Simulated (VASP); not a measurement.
# P (R-3m) in VASP: notebook

P is run at these levels: PBE+D3(BJ); tasks: single point, molecular dynamics.

All numbers are computed with VASP 6.6.1; they aren't measurements. Logs are shortened: lines on timing, memory, paths and dates and some standing lists are left out, and cuts for length are marked.

## (1) The cell of the first run

The structure is trigonal, space group R-3m (No. 166). Conventional cell: a = 3.451 Å, b = 3.451 Å, c = 9.389 Å, α = 90.00°, β = 90.00°, γ = 120.00°. Within 3.0 Å of P (site symmetry 3m) lie 6 P at 2.29 to 2.82 Å.

## (2) Single point, PBE+D3(BJ)

INCAR

```
  PREC = Accurate
  ENCUT = 500
  EDIFF = 1E-6
  ISMEAR = -1
  SIGMA = 0.2241
  LREAL = Auto
  LASPH = T
  NELM = 120
  ALGO = Normal
  ISIF = 2
  LWAVE = F
  LCHARG = F
  GGA = PE
  IVDW = 12
  ISYM = -1
  NBANDS = 54
  GGA_COMPAT = F
```

KPOINTS

```
explicit points
4
Reciprocal
  0.25000000   0.25000000   0.25000000 2
  0.25000000   0.25000000   0.75000000 2
  0.25000000   0.75000000   0.25000000 2
  0.25000000   0.75000000   0.75000000 2
```

POSCAR

```
P
1.0
   -3.4514503560     -5.9780873764      0.0000000000
   -6.9029007120      0.0000000000      0.0000000000
   -3.4514503560     -1.9926957922     -6.2593600242
P
16
Direct
    0.6135401250      0.6135401250      0.1593796250
    0.6135401250      0.1135401250      0.1593796250
    0.1135401250      0.6135401250      0.1593796250
    0.6135401250      0.6135401250      0.6593796250
    0.1135401250      0.1135401250      0.1593796250
    0.6135401250      0.1135401250      0.6593796250
    0.1135401250      0.6135401250      0.6593796250
    0.1135401250      0.1135401250      0.6593796250
    0.8864598750      0.8864598750      0.3406203750
    0.8864598750      0.3864598750      0.3406203750
    0.3864598750      0.8864598750      0.3406203750
    0.8864598750      0.8864598750      0.8406203750
    0.3864598750      0.3864598750      0.3406203750
    0.8864598750      0.3864598750      0.8406203750
    0.3864598750      0.8864598750      0.8406203750
    0.3864598750      0.3864598750      0.8406203750
```

Potentials or basis: VASP PAW PBE potentials, release 64 (P).

Command:

```sh
$ cat potpaw_PBE.64/P/POTCAR > POTCAR
$ mpirun -np 1 vasp_std > vasp.out
```

OUTCAR:

```text
PREC = Accurate
   ENCUT = 500
   EDIFF = 1E-6
   ISMEAR = -1
   LREAL = Auto
   LASPH = T
   NELM = 120
   ISIF = 2
   GGA = PE
   IVDW = 12
   ISYM = -1
 IVDW          = 12

 ion  position               nearest neighbor table
   1  0.614  0.614  0.159-  11 2.29  13 2.29  10 2.29  12 2.82  14 2.82  15 2.82
   2  0.614  0.114  0.159-  11 2.29  13 2.29   9 2.29  12 2.82  14 2.82  16 2.82
   3  0.114  0.614  0.159-   9 2.29  10 2.29  13 2.29  15 2.82  16 2.82  12 2.82
   4  0.614  0.614  0.659-  15 2.29  16 2.29  14 2.29  10 2.82   9 2.82  11 2.82
   5  0.114  0.114  0.159-   9 2.29  10 2.29  11 2.29  15 2.82  16 2.82  14 2.82
   6  0.614  0.114  0.659-  15 2.29  16 2.29  12 2.29  10 2.82   9 2.82  13 2.82
[... 8 lines left out ...]
  15  0.386  0.886  0.841-   4 2.29   6 2.29   8 2.29   3 2.82   5 2.82   1 2.82
  16  0.386  0.386  0.841-   4 2.29   6 2.29   7 2.29   3 2.82   5 2.82   2 2.82

IMPORTANT INFORMATION: All symmetrisations will be switched off!
NOSYMM: (Re-)initialisation of all symmetry stuff for point group C_1.

----------------------------------------------------------------------------------------

                                     Primitive cell

  volume of cell :     258.2996

  direct lattice vectors                    reciprocal lattice vectors
    -3.451450356 -5.978087376  0.000000000     0.000000000 -0.167277582  0.053253581
    -6.902900712  0.000000000  0.000000000    -0.144866635  0.083638791  0.053253581
    -3.451450356 -1.992695792 -6.259360024     0.000000000  0.000000000 -0.159760742

  length of vectors
     6.902900712  6.902900712  7.420440283     0.175549803  0.175549803  0.159760742

  position of ions in fractional coordinates (direct lattice)
     0.613540125  0.613540125  0.159379625
     0.613540125  0.113540125  0.159379625
     0.113540125  0.613540125  0.159379625
     0.613540125  0.613540125  0.659379625
     0.113540125  0.113540125  0.159379625
     0.613540125  0.113540125  0.659379625
[... 8 lines left out ...]
     0.386459875  0.886459875  0.840620375
     0.386459875  0.386459875  0.840620375

  ion indices of the primitive-cell ions
   primitive index   ion index
                 1           1
                 2           2
                 3           3
                 4           4
                 5           5
                 6           6
[... 8 lines left out ...]
                15          15
                16          16

----------------------------------------------------------------------------------------

 KPOINTS: explicit points

Read explicit list of k-points.

 Found      4 k-points:

 Following reciprocal coordinates:
            Coordinates               Weight
  0.250000  0.250000  0.250000      0.250000
  0.250000  0.250000  0.750000      0.250000
  0.250000  0.750000  0.250000      0.250000
  0.250000  0.750000  0.750000      0.250000
   k-points           NKPTS =      4   k-points in BZ     NKDIM =      4   number of bands    NBANDS=     54
   number of dos      NEDOS =    301   number of ions     NIONS =     16
   total plane-waves  NPLWV = 135000
   dimension x,y,z NGX =    50 NGY =   50 NGZ =   54
   dimension x,y,z NGXF=   100 NGYF=  100 NGZF=  108
   ions per type =              16
   NGX,Y,Z   is equivalent  to a cutoff of  12.04, 12.04, 12.10 a.u.
   NGXF,Y,Z  is equivalent  to a cutoff of  24.08, 24.08, 24.20 a.u.
 SYSTEM =  unknown system
   PREC   = accura    normal or accurate (medium, high low for compatibility)
   ISTART =      0    job   : 0-new  1-cont  2-samecut
   ICHARG =      2    charge: 1-file 2-atom 10-const
   ISPIN  =      1    spin polarized calculation?
   LNONCOLLINEAR =      F non collinear calculations
   LSORBIT =      F    spin-orbit coupling
   LASPH  =      T    aspherical Exc in radial PAW
   ENCUT  =  500.0 eV  36.75 Ry    6.06 a.u.  12.59 12.59 13.53*2*pi/ulx,y,z
   NELM   =    120;   NELMIN=  2; NELMDL= -5     # of ELM steps
   EDIFF  = 0.1E-05   stopping-criterion for ELM
   LREAL  =      T    real-space projection
   EDIFFG = 0.1E-04   stopping-criterion for IOM
   NSW    =      0    number of steps for IOM
   IBRION =     -1    ionic relax: 0-MD 1-quasi-New 2-CG
   NFREE  =      0    steps in history (QN), initial steepest desc. (CG)
   ISIF   =      2    stress and relaxation
   ISYM   =     -1    0-nonsym 1-usesym 2-fastsym
   POTIM  = 0.5000    time-step for ionic-motion
   TEBEG  =    0.0;   TEEND  =   0.0 temperature during run
   PSTRESS=    0.0 pullay stress
   NELECT =      80.0000    total number of electrons
   NUPDOWN=      -1.0000    fix difference up-down
   EMIN   =  10.00;   EMAX   =-10.00  energy-range for DOS
   EFERMI =   0.00;   METHOD = LEGACY
   ISMEAR =    -1;   SIGMA  =   0.22  broadening in eV -4-tet -1-fermi 0-gaus
   EFERMI_NEDOS =   21; number of points for ismear=-14 and -15
   IALGO  =     38    algorithm
   IMIX   =      4    mixing-type and parameters
     AMIX     =   0.40;   BMIX     =  1.00
     AMIX_MAG =   1.60;   BMIX_MAG =  1.00
  volume/ion in A,a.u.               =      16.14       108.94
  Fermi-wavevector in a.u.,A,eV,Ry     =   1.107636  2.093128 16.692396  1.226857
  Thomas-Fermi vector in A             =   2.244152
   LORBIT       =      0    0 simple, 1 ext, 2 COOP (PROOUT), +10 PAW based schemes
   GGA     = PE    functional components
   LHFCALC =     F    Hartree Fock is set to
   AEXX    =    0.0000 exact exchange contribution
   IVDW    =    12    specifies the selected vdW correction
   LEPSILON=     F    determine dielectric tensor
   LRPA    =     F    only Hartree local field effects (RPA)
 non-spin polarized calculation
  energy-cutoff  :      500.00
  volume of cell :      258.30
 maximum number of plane-waves:      6562
 NGX is ok and might be reduce to    50
   NGX = 25   NGY = 25   NGZ = 27

 number of electron      79.9999986 magnetization

 Free energy of the ion-electron system (eV)
  ---------------------------------------------------
  ext. energy  EPLUGINS =         0.00000000
  ---------------------------------------------------
  free energy    TOTEN  =       -85.40500252 eV

  energy without entropy =      -84.91227263  energy(sigma->0) =      -85.15863757

 E-fermi :   8.9550     XC(G=0): -10.7520

 val. band max:        8.3027388447   @ k =   0.2500   0.2500   0.7500
 cond. band min:       9.2120080347   @ k =   0.2500   0.2500   0.2500
 fundamental gap:      0.9092691900
 Fermi energy:         8.9549961140

 k-point     1 :       0.2500    0.2500    0.2500
  band No.  band energies     occupation
      1      -7.3082      2.00000
      2      -5.4790      2.00000
      3      -5.3389      2.00000
      4      -4.3350      2.00000
      5      -4.2618      2.00000
      6      -4.2618      2.00000
[... 44 lines left out ...]
     51      10.2765      0.00548
     52      10.7275      0.00073

 k-point     2 :       0.2500    0.2500    0.7500
  band No.  band energies     occupation
      1      -6.8254      2.00000
      2      -6.3762      2.00000
      3      -5.3750      2.00000
      4      -4.6722      2.00000
      5      -4.6722      2.00000
      6      -4.2276      2.00000
[... 44 lines left out ...]
     51      11.1052      0.00014
     52      11.5702      0.00002

 k-point     3 :       0.2500    0.7500    0.2500
  band No.  band energies     occupation
      1      -6.6872      2.00000
      2      -5.9425      2.00000
      3      -5.5032      2.00000
      4      -5.4434      2.00000
      5      -5.0667      2.00000
      6      -4.3002      2.00000
[... 44 lines left out ...]
     51      11.6202      0.00001
     52      11.8962      0.00000

 k-point     4 :       0.2500    0.7500    0.7500
  band No.  band energies     occupation
      1      -6.6872      2.00000
      2      -5.9425      2.00000
      3      -5.5032      2.00000
      4      -5.4434      2.00000
      5      -5.0667      2.00000
      6      -4.3002      2.00000
[... 44 lines left out ...]
     51      11.6202      0.00001
     52      11.8961      0.00000
 [bands above 52 left out]

------------------------ aborting loop because EDIFF is reached ----------------------------------------

 Edisp (eV)   -6.99948

 E8    (eV) :    -2.6531

  FORCE on cell =-STRESS in cart. coord.  units (eV):
  Direction    XX          YY          ZZ          XY          YZ          ZX
  --------------------------------------------------------------------------------------
  -------------------------------------------------------------------------------------
  Total      -6.60035    -4.46285    -4.29646    -1.85114    -1.10998    -1.92250
  in kB     -40.94057   -27.68209   -26.65005   -11.48225    -6.88494   -11.92484
  external pressure =      -31.76 kB  Pullay stress =        0.00 kB

 VOLUME and BASIS-vectors are now :
 -----------------------------------------------------------------------------
  energy-cutoff  :      500.00
  volume of cell :      258.30
      direct lattice vectors                 reciprocal lattice vectors
    -3.451450356 -5.978087376  0.000000000     0.000000000 -0.167277582  0.053253581
    -6.902900712  0.000000000  0.000000000    -0.144866635  0.083638791  0.053253581
    -3.451450356 -1.992695792 -6.259360024     0.000000000  0.000000000 -0.159760742

 POSITION                                       TOTAL-FORCE (eV/Angst)
 -----------------------------------------------------------------------------------
     -6.90290     -3.98539     -0.99761        -0.171828     -0.099209      0.358488
     -3.45145     -3.98539     -0.99761        -0.171830     -0.099206      0.358486
     -5.17718     -0.99635     -0.99761        -0.171829     -0.099208      0.358492
     -8.62863     -4.98174     -4.12729        -0.171826     -0.099206      0.358484
     -1.72573     -0.99635     -0.99761        -0.171831     -0.099207      0.358494
     -5.17718     -4.98174     -4.12729        -0.171830     -0.099206      0.358488
[... 8 lines left out ...]
    -10.35435     -3.98539     -5.26175         0.171830      0.099206     -0.358491
     -6.90290     -3.98539     -5.26175         0.171827      0.099207     -0.358488
 -----------------------------------------------------------------------------------
    total drift:                               -0.000002     -0.000003      0.000001

  FREE ENERGIE OF THE ION-ELECTRON SYSTEM (eV)
  ---------------------------------------------------
  free  energy   TOTEN  =       -92.4044825133 eV

  energy  without entropy=      -91.9117526226  energy(sigma->0) =      -92.15811757
```

Run time: 42 s. Hardware: 1 thread of AMD EPYC 9R45 (Zen 5), shared host; peak memory 0.3 GiB.

Results:

```
Free energy                : -92.4045 eV
Pressure                   : -3.2 GPa
Largest force              : 0.410 eV/Å
Band gap on the k mesh     : zero (bands 40 and 41 overlap by 0.01 eV)
Dispersion energy per atom : -0.437 eV
```

Forces in eV/Å, atoms in the order of the input:
```
P   -0.172 -0.099  0.358
P   -0.172 -0.099  0.358
P   -0.172 -0.099  0.358
P   -0.172 -0.099  0.358
P   -0.172 -0.099  0.358
P   -0.172 -0.099  0.358
P   -0.172 -0.099  0.358
P   -0.172 -0.099  0.358
P    0.172  0.099 -0.358
P    0.172  0.099 -0.358
P    0.172  0.099 -0.358
P    0.172  0.099 -0.358
P    0.172  0.099 -0.358
P    0.172  0.099 -0.358
P    0.172  0.099 -0.358
P    0.172  0.099 -0.358
```

Caveat: the cell stands under tension.

## (3) Molecular dynamics, PBE+D3(BJ)

INCAR

```
PREC = Normal ; ENCUT = 350
EDIFF = 1E-5 ; ISMEAR = -1
SIGMA = 0.2241 ; LREAL = Auto
LASPH = True ; NELM = 120
ALGO = Normal ; ISIF = 2
LWAVE = False ; LCHARG = False
GGA = PE ; IVDW = 12
IBRION = 0 ; NSW = 40
POTIM = 6.0 ; TEBEG = 2600.0
TEEND = 2600.0 ; ISYM = -1
NELMIN = 4 ; RANDOM_SEED = 52025 0 0
MDALGO = 1 ; ANDERSEN_PROB = 0.0
GGA_COMPAT = False ; MAXMIX = 40
```

KPOINTS is that of step 2.

POSCAR, as its differences from that of step 2:

```diff
@@ -2,5 +2,5 @@
 1.0
-   -3.4514503560     -5.9780873764      0.0000000000
-   -6.9029007120      0.0000000000      0.0000000000
-   -3.4514503560     -1.9926957922     -6.2593600242
+   -3.5628635720     -6.1710607271      0.0000000000
+   -7.1257271440      0.0000000000      0.0000000000
+   -3.5628635720     -2.0570202424     -6.4614128885
 P
```

Potentials or basis: VASP PAW PBE potentials, release 64 (P).

Command:

```sh
$ cat potpaw_PBE.64/P/POTCAR > POTCAR
$ mpirun -np 1 vasp_std > vasp.out
```

Wall time 5.6 min (1 thread of AMD EPYC 9R45 (Zen 5), shared host); peak memory 0.23 GiB.

The run converged. Its results:

```yaml
Dispersion_energy_per_atom: -0.396 eV
```

Step by step:
```tsv
step	potential energy change (eV)	largest force (eV/Å)	pressure (GPa)	volume (Å³)	temperature (K)
1	0.0000	0.2883	-9.94	284.13	2623
2	0.3146	1.0282	-8.10	284.13	2460
3	1.3769	2.6227	-5.36	284.13	1927
4	2.6669	4.3036	-2.59	284.13	1293
5	3.3051	4.1289	-1.29	284.13	967
6	3.1849	2.6902	-1.77	284.13	1005
7	2.9772	1.8057	-3.03	284.13	1104
8	3.0308	1.7364	-4.26	284.13	1079
9	3.3280	2.1549	-5.15	284.13	930
10	3.7600	2.2969	-5.63	284.13	713
11	4.1630	2.4789	-5.86	284.13	514
12	4.2862	2.6235	-6.22	284.13	455
13	3.9851	2.4785	-6.94	284.13	606
14	3.3852	2.0091	-7.80	284.13	909
15	2.7057	2.0223	-8.35	284.13	1254
16	2.1121	1.9179	-8.42	284.13	1556
17	1.7160	1.5272	-8.00	284.13	1759
18	1.5531	1.8180	-7.30	284.13	1845
19	1.5739	2.2359	-6.59	284.13	1837
20	1.6942	2.1923	-6.05	284.13	1777
21	1.8417	2.4534	-5.79	284.13	1702
22	1.9756	2.8614	-5.81	284.13	1632
23	2.1459	2.5212	-5.95	284.13	1540
24	2.4677	2.0421	-5.98	284.13	1374
25	2.9171	3.3436	-5.94	284.13	1152
26	3.2561	3.7466	-6.24	284.13	982
27	3.3528	2.9801	-7.01	284.13	928
28	3.3252	1.9962	-7.91	284.13	941
29	3.2546	1.7627	-8.56	284.13	978
30	3.1385	1.6651	-8.83	284.13	1038
31	2.9850	1.8109	-8.75	284.13	1116
32	2.8253	1.9257	-8.40	284.13	1197
33	2.6971	2.0802	-7.96	284.13	1261
34	2.6473	1.9163	-7.51	284.13	1286
35	2.7013	2.1148	-7.05	284.13	1260
36	2.8024	2.3139	-6.63	284.13	1212
37	2.8418	2.3442	-6.29	284.13	1193
38	2.7758	2.2030	-6.05	284.13	1225
39	2.6400	2.2340	-5.87	284.13	1293
40	2.4994	2.0001	-5.75	284.13	1364
```

Caveat: the cell differs from its parent crystal (dynamics (nve) at 2600 K, volume x 1.1, from the last frame before).

The gap in the log of VASP goes by the Fermi energy; the results here count the filled bands.